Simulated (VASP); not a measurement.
# AlN (I4/mmm) in VASP: notebook

The runs below take AlN through single point, with PBEsol.

All numbers are computed with VASP 6.6.1; they aren't measurements. Logs are shortened: lines on timing, memory, paths and dates and some standing lists are left out, and cuts for length are marked.

## 1. The cell of the first run

The structure is tetragonal, space group I4/mmm (No. 139). Conventional cell: a = 3.037 Å, b = 3.037 Å, c = 3.651 Å, α = 90.00°, β = 90.00°, γ = 90.00°. Within 2.4 Å of Al (site symmetry 4/mmm) lie 6 N at 1.83 to 2.15 Å. N (site symmetry 4/mmm) has 6 Al at 1.83 to 2.15 Å within 2.4 Å.

## 2. Single point, PBEsol

Contents of INCAR:

```
SYSTEM = AlN
PREC     = Accurate       ! precision mode
ENCUT    = 520            ! plane-wave cutoff, eV
EDIFF    = 1E-6           ! SCF threshold, eV
ISMEAR   = 0              ! smearing method
SIGMA    = 0.05           ! smearing width, eV
LREAL    = .False.        ! projectors in reciprocal space
LASPH    = .True.         ! aspherical terms in the spheres
NELM     = 100            ! most SCF steps
ALGO     = Normal         ! electronic algorithm
ISIF     = 2              ! what is computed and relaxed
LWAVE    = .False.        ! write WAVECAR
LCHARG   = .False.        ! write CHGCAR
GGA      = PS             ! functional
NBANDS   = 11             ! bands
```

Contents of KPOINTS:

```
Automatic mesh
0
Gamma
  10 10 10
  0 0 0
```

Contents of POSCAR:

```
AlN
1.0
    0.0000000000      2.1477739041      1.8256078185
    2.1477739041      0.0000000000      1.8256078185
    2.1477739041      2.1477739041      0.0000000000
Al N
1 1
Direct
    0.5000000000      0.5000000000      0.5000000000
    0.0000000000      0.0000000000      0.0000000000
```

Potentials or basis: VASP PAW PBE potentials, release 64 (Al, N).

Launch:

```console
$ cat potpaw_PBE.64/Al/POTCAR potpaw_PBE.64/N/POTCAR > POTCAR
$ mpirun -np 1 vasp_std > vasp.out
```

OUTCAR:

```text
SYSTEM = AlN
   PREC = Accurate
   ENCUT = 520
   EDIFF = 1E-6
   ISMEAR = 0
   LREAL = .False.
   LASPH = .True.
   NELM = 100
   ISIF = 2
   GGA = PS

 ion  position               nearest neighbor table
   1  0.500  0.500  0.500-   2 1.83   2 1.83   2 2.15   2 2.15   2 2.15   2 2.15
   2  0.000  0.000  0.000-   1 1.83   1 1.83   1 2.15   1 2.15   1 2.15   1 2.15

  LATTYP: Found a body centered tetragonal cell.
 ALAT       =     3.0374109841
 C/A-ratio  =     1.2020815280

  Lattice vectors:

 A1 = (   0.0000000000,  -2.1477739041,  -1.8256078185)
 A2 = (   0.0000000000,   2.1477739041,  -1.8256078185)
 A3 = (   2.1477739041,   0.0000000000,   1.8256078185)

Analysis of symmetry for initial positions (statically):
=====================================================================
 Subroutine PRICEL returns:
 Original cell was already a primitive cell.

 Routine SETGRP: Setting up the symmetry group for a
 body centered tetragonal supercell.

 Subroutine GETGRP returns: Found 16 space group operations
 (whereof 16 operations were pure point group operations)
 out of a pool of 16 trial point group operations.

The static configuration has the point symmetry D_4h.

Analysis of symmetry for dynamics (positions and initial velocities):
=====================================================================
 Subroutine PRICEL returns:
 Original cell was already a primitive cell.

 Routine SETGRP: Setting up the symmetry group for a
 body centered tetragonal supercell.

 Subroutine GETGRP returns: Found 16 space group operations
 (whereof 16 operations were pure point group operations)
 out of a pool of 16 trial point group operations.

The dynamic configuration has the point symmetry D_4h.

 Subroutine INISYM returns: Found 16 space group operations
 (whereof 16 operations are pure point group operations),
 and found     1 'primitive' translations

----------------------------------------------------------------------------------------

                                     Primitive cell

  volume of cell :      16.8428

  direct lattice vectors                    reciprocal lattice vectors
     0.000000000  2.147773904  1.825607818    -0.232799178  0.232799178  0.273881386
     2.147773904  0.000000000  1.825607818     0.232799178 -0.232799178  0.273881386
     2.147773904  2.147773904  0.000000000     0.232799178  0.232799178 -0.273881386

  length of vectors
     2.818825403  2.818825403  3.037410984     0.428254514  0.428254514  0.428254514

  position of ions in fractional coordinates (direct lattice)
[... 83 lines left out ...]
   IBRION =     -1    ionic relax: 0-MD 1-quasi-New 2-CG
   NFREE  =      0    steps in history (QN), initial steepest desc. (CG)
   ISIF   =      2    stress and relaxation
   ISYM   =      2    0-nonsym 1-usesym 2-fastsym
   POTIM  = 0.5000    time-step for ionic-motion
   TEBEG  =    0.0;   TEEND  =   0.0 temperature during run
   PSTRESS=    0.0 pullay stress
   NELECT =       8.0000    total number of electrons
   NUPDOWN=      -1.0000    fix difference up-down
   EMIN   =  10.00;   EMAX   =-10.00  energy-range for DOS
   EFERMI =   0.00;   METHOD = LEGACY
   ISMEAR =     0;   SIGMA  =   0.05  broadening in eV -4-tet -1-fermi 0-gaus
   EFERMI_NEDOS =   21; number of points for ismear=-14 and -15
   IALGO  =     38    algorithm
   IMIX   =      4    mixing-type and parameters
     AMIX     =   0.40;   BMIX     =  1.00
     AMIX_MAG =   1.60;   BMIX_MAG =  1.00
  volume/ion in A,a.u.               =       8.42        56.83
  Fermi-wavevector in a.u.,A,eV,Ry     =   1.277321  2.413786 22.198561  1.631548
  Thomas-Fermi vector in A             =   2.409927
   LORBIT       =      0    0 simple, 1 ext, 2 COOP (PROOUT), +10 PAW based schemes
   GGA     = PS    functional components
   LHFCALC =     F    Hartree Fock is set to
   AEXX    =    0.0000 exact exchange contribution
   IVDW    =     0    specifies the selected vdW correction
   LEPSILON=     F    determine dielectric tensor
   LRPA    =     F    only Hartree local field effects (RPA)
 non-spin polarized calculation
 Gauss-broadening in eV      SIGMA  =   0.05
  energy-cutoff  :      520.00
  volume of cell :       16.84
 maximum number of plane-waves:       467
 NGX is ok and might be reduce to    24

 number of electron       7.9999999 magnetization

 Free energy of the ion-electron system (eV)
  ---------------------------------------------------
  ext. energy  EPLUGINS =         0.00000000
  ---------------------------------------------------
  free energy    TOTEN  =       -15.14255511 eV

  energy without entropy =      -15.14255511  energy(sigma->0) =      -15.14255511

 E-fermi :  10.3032     XC(G=0): -12.3217

 val. band max:        9.9637271565   @ k =   0.0000   0.0000   0.0000
 cond. band min:      13.6388383128   @ k =   0.5000   0.5000   0.0000
 fundamental gap:      3.6751111563
 Fermi energy:        10.3032142979

 k-point     1 :       0.0000    0.0000    0.0000
  band No.  band energies     occupation
      1      -7.8178      2.00000
      2       8.6743      2.00000
      3       9.9637      2.00000
      4       9.9637      2.00000
      5      14.6250      0.00000
      6      21.2217      0.00000
      7      21.2217      0.00000
      8      23.2845      0.00000
      9      24.6046      0.00000
     10      26.0084      0.00000
     11      26.0084      0.00000
[... 309 lines left out ...]
 k-point    24 :       0.4000    0.3000    0.0000
  band No.  band energies     occupation
      1      -4.3112      2.00000
      2       3.6388      2.00000
      3       6.5069      2.00000
      4       6.6956      2.00000
      5      15.1933      0.00000
      6      15.9609      0.00000
      7      22.6119      0.00000
      8      23.6455      0.00000
      9      24.8108      0.00000
     10      30.1650      0.00000
     11      34.8305      0.00000

 [... further k-points ...]
[... 5 lines left out ...]
  --------------------------------------------------------------------------------------
  -------------------------------------------------------------------------------------
  Total       -1.1561008     -1.1561008      5.2276218      0.0000000      0.0000000      0.0000000
  in kB     -109.9744223   -109.9744223    497.2790246      0.0000000      0.0000000      0.0000000
  external PRESSURE =      92.4433933 kB  Pullay stress =       0.0000000 kB

 VOLUME and BASIS-vectors are now :
 -----------------------------------------------------------------------------
  energy-cutoff  :      520.00
  volume of cell :       16.84
      direct lattice vectors                 reciprocal lattice vectors
     0.000000000  2.147773904  1.825607818    -0.232799178  0.232799178  0.273881386
     2.147773904  0.000000000  1.825607818     0.232799178 -0.232799178  0.273881386
     2.147773904  2.147773904  0.000000000     0.232799178  0.232799178 -0.273881386

 POSITION                                       TOTAL-FORCE (eV/Angst)
 -----------------------------------------------------------------------------------
      2.14777      2.14777      1.82561         0.000000      0.000000     -0.000000
      0.00000      0.00000      0.00000         0.000000      0.000000      0.000000
 -----------------------------------------------------------------------------------
    total drift:                                0.000000     -0.000000     -0.000000

  FREE ENERGIE OF THE ION-ELECTRON SYSTEM (eV)
  ---------------------------------------------------
  free  energy   TOTEN  =       -15.1425551135 eV

  energy  without entropy=      -15.1425551135  energy(sigma->0) =      -15.14255511
```

stdout:

```text
POSCAR found type information on POSCAR AlN
 POSCAR found :  2 types and       2 ions
 scaLAPACK will be used
 -----------------------------------------------------------------------------
|                                                                             |
|                                                                             |
|     You enforced a specific xc type in the INCAR file but a different       |
|     I HOPE YOU KNOW WHAT YOU ARE DOING!                                     |
|                                                                             |
 -----------------------------------------------------------------------------

 LDA part: xc-table for (Slater+PW92), standard interpolation
 POSCAR, INCAR and KPOINTS ok, starting setup
 FFT: planning ... GRIDC
 FFT: planning ... GRID_SOFT
 FFT: planning ... GRID
 WAVECAR not read
 entering main loop
```

Wall time 5.8 s (1 thread of Intel Xeon 6975P-C (Granite Rapids), shared host); peak memory 0.14 GiB.

Results:

- Free energy: -15.1426 eV
- Pressure: 9.2 GPa
- Band gap on the k mesh: 3.68 eV, indirect (least direct gap 4.66 eV)

Levels at points of the mesh, in eV from the valence-band top:
```
           k point  band 1  band 2  band 3  band 4  band 5  band 6  band 7  band 8  band 9
(0.00, 0.00, 0.00)  -17.78   -1.29    0.00    0.00    4.66   11.26   11.26   13.32   14.64
(0.50, 0.00, 0.00)  -14.56   -8.59   -1.79   -1.36    5.03    8.80   12.22   13.61   15.57
(0.50, 0.50, 0.00)  -12.95   -7.08   -3.95   -3.95    3.68    3.84   14.64   15.59   15.59
(0.50, 0.00, 0.50)  -14.08   -7.93   -3.66   -1.69    4.76    5.65   12.60   14.62   19.73
```

Caveat: the PAW data sets were made with another functional, which shifts forces and pressure a little. A k mesh can miss the band edges.

## 3. Single point, PBEsol

This run uses another cell than the first one, of the same volume but with other edges.

Contents of INCAR:

```
  PREC = Accurate
  ENCUT = 520
  EDIFF = 1E-6
  ISMEAR = 0
  SIGMA = 0.05
  LREAL = F
  LASPH = T
  NELM = 100
  ALGO = Normal
  ISIF = 2
  LWAVE = F
  LCHARG = T
  GGA = PS
  LELF = T
  LVHAR = T
  NBANDS = 11
```

Contents of KPOINTS:

```
Automatic mesh
0
Gamma
  10 10 10
```

Contents of POSCAR:

```
AlN
1.0
    0.0000000000      1.9708972105      2.1679869315
    1.9708972105      0.0000000000      2.1679869315
    1.9708972105      1.9708972105      0.0000000000
Al N
1 1
Direct
    0.5000000000      0.5000000000      0.5000000000
    0.0000000000      0.0000000000      0.0000000000
```

Potentials or basis: VASP PAW PBE potentials, release 64 (Al, N).

Launch:

```console
$ cat potpaw_PBE.64/Al/POTCAR potpaw_PBE.64/N/POTCAR > POTCAR
$ mpirun -np 1 vasp_std > vasp.out
```

It took 6.1 s on 1 thread of Intel Xeon 6975P-C (Granite Rapids), shared host; peak memory 0.14 GiB.

The run converged. Its results:

| Quantity | Value |
| --- | --- |
| Free energy | -15.3696 eV |
| Pressure | -0.5 GPa |
| Band gap on the k mesh | 3.84 eV, indirect (least direct gap 4.90 eV) |

Stress tensor (GPa, compression positive):
```
  6.78   0.00   0.00
  0.00   6.78   0.00
  0.00   0.00 -15.05
```

Levels at points of the mesh, in eV from the valence-band top:
```csv
k point,band 2,band 3,band 4,band 5,band 6,band 7
"(0.00, 0.00, 0.00)",-0.56,-0.56,0.00,4.90,10.88,12.17
"(0.50, 0.00, 0.00)",-8.59,-1.65,-1.23,5.29,9.92,11.55
"(0.50, 0.50, 0.00)",-7.90,-2.66,-2.66,4.82,5.46,12.58
"(0.50, 0.00, 0.50)",-7.53,-3.93,-2.71,3.84,4.63,13.75
```

Caveat: the PAW data sets were made with another functional, which shifts forces and pressure a little. A k mesh can miss the band edges.

## 4. Single point, PBEsol, non-collinear spin, zero start, spin-orbit coupling

Contents of INCAR:

```
SYSTEM = AlN
PREC = Accurate
ENCUT = 520
EDIFF = 1E-6
ISMEAR = 0
SIGMA = 0.05
LREAL = .FALSE.
LASPH = .TRUE.
NELM = 150
ALGO = Normal
ISIF = 2
LWAVE = .FALSE.
LCHARG = .TRUE.
LNONCOLLINEAR = .TRUE.
MAGMOM = 0 0 0 0 0 0
LORBIT = 11
LSORBIT = .TRUE.
GGA_COMPAT = .FALSE.
LORBMOM = .TRUE.
GGA = PS
LVHAR = .TRUE.
NBANDS = 20
```

Contents of KPOINTS:

```
regular mesh
0
G
  10 10 10
  0 0 0
```

Contents of POSCAR:

```
AlN
1.0
    0.0000000000      2.1477739041      1.8256078185
    2.1477739041      0.0000000000      1.8256078185
    2.1477739041      2.1477739041      0.0000000000
Al N
1 1
Direct
    0.5000000000      0.5000000000      0.5000000000
    0.0000000000      0.0000000000      0.0000000000
```

Launch:

```console
$ cat potpaw_PBE.64/Al/POTCAR potpaw_PBE.64/N/POTCAR > POTCAR
$ mpirun -np 1 vasp_ncl > vasp.out
```

It took 25 s on 1 thread of Intel Xeon 6975P-C (Granite Rapids), shared host; peak memory 0.21 GiB.

The run converged. Its results:

- Free energy: -15.1426 eV
- Pressure: 9.2 GPa
- Net moment: 0.00 μB per cell
- Valence electrons inside the program's atomic spheres: Al 0.76; N 3.88

Stress tensor (GPa, compression positive):
```
-11.01   0.00   0.00
  0.00 -11.01   0.00
  0.00   0.00  49.71
```

Moments on the atoms (μB; x, y, z):
```
Al  0.00 0.00 0.00
N   0.00 0.00 0.00
```

Caveat: the PAW data sets were made with another functional, which shifts forces and pressure a little.

## 5. Overview

```tsv
spin	cell	gap on the mesh (eV)	pressure (GPa)
off	a = 2.819, b = 2.819, c = 3.037 Å, angles 57.4, 57.4, 65.2°, 2 atoms	3.68	9.2
off	a = 2.930, b = 2.930, c = 2.787 Å, angles 61.6, 61.6, 56.8°, 2 atoms	3.84	-0.5
non-collinear, zero start, SOC	a = 2.819, b = 2.819, c = 3.037 Å, angles 57.4, 57.4, 65.2°, 2 atoms	-	9.2
```

Alike in all rows: task single point; level PBEsol; potentials or basis VASP PAW PBE potentials, release 64 (Al, N); k mesh 10 × 10 × 10; cutoff (eV) 520; smearing gaussian 0.05 eV.

Caveats: the PAW data sets were made with another functional, which shifts forces and pressure a little.

Total energies depend on the potentials used, so only differences within one code and one set of settings carry meaning.
